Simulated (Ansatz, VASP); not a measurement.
CaO: VASP beside Ansatz

File INCAR:

```
ALGO = Normal
EDIFF = 1E-6
ENCUT = 520
GGA = PE
ISIF = 2
ISMEAR = 0
LASPH = True
LCHARG = False
LREAL = False
LWAVE = False
NBANDS = 24
NELM = 60
PREC = Accurate
SIGMA = 0.05
```

The input KPOINTS:

```
k-points
0
Gamma
  9 9 6
```

POSCAR

```
CaO
1.0
    3.9919758245      0.0000000000      0.0000000000
   -1.9959879122      3.4571524753      0.0000000000
    0.0000000000      0.0000000000      4.7848400100
Ca O
2 2
Direct
    0.3333333333      0.6666666667      0.7500000000
    0.6666666667      0.3333333333      0.2500000000
    0.3333333333      0.6666666667      0.2500000000
    0.6666666667      0.3333333333      0.7500000000
```

Input for Ansatz:

```yaml
crystal:
  lattice:
    - [3.9919758245, 0.0, 0.0]
    - [-1.9959879122, 3.4571524753, 0.0]
    - [0.0, 0.0, 4.78484001]
  atoms:
    - { symbol: Ca, position: [0.3333333333, 0.6666666667, 0.75] }
    - { symbol: Ca, position: [0.6666666667, 0.3333333333, 0.25] }
    - { symbol: O, position: [0.3333333333, 0.6666666667, 0.25] }
    - { symbol: O, position: [0.6666666667, 0.3333333333, 0.75] }
basis:
  ecutwfc: 420
kpoints:
  mp_grid: { grid: [9, 9, 6] }
hamiltonian:
  xc: pbe
scf:
  occupations: { method: gaussian, width: 0.05 }
output:
  forces: true
  stress: true
  eigenvalues: true
```

Alike in both runs: task single point; functional PBE; k mesh 9 × 9 × 6; occupations gaussian, width 0.05 eV; no spin polarisation.

```csv
,VASP,Ansatz
version,VASP 6.6.1,Ansatz 0.2.0
potentials or method,"VASP PAW PBE potentials, release 64 (Ca_sv, O), cutoff 520 eV","scalar-relativistic, plane waves, PAW"
valence electrons in the cell,32,32
```

```tsv
	VASP	Ansatz	Ansatz less VASP
gap on the k mesh at the Fermi level (eV)	3.16	3.18	+0.015
least direct gap on the mesh (eV)	3.16	3.18	+0.015
pressure (GPa)	1.5	1.0	-0.49
traceless stress, the component that is largest in VASP (GPa)	0.24	0.22	-0.020
```

With one functional, cell and mesh, what is left measures potentials, basis and numerics.
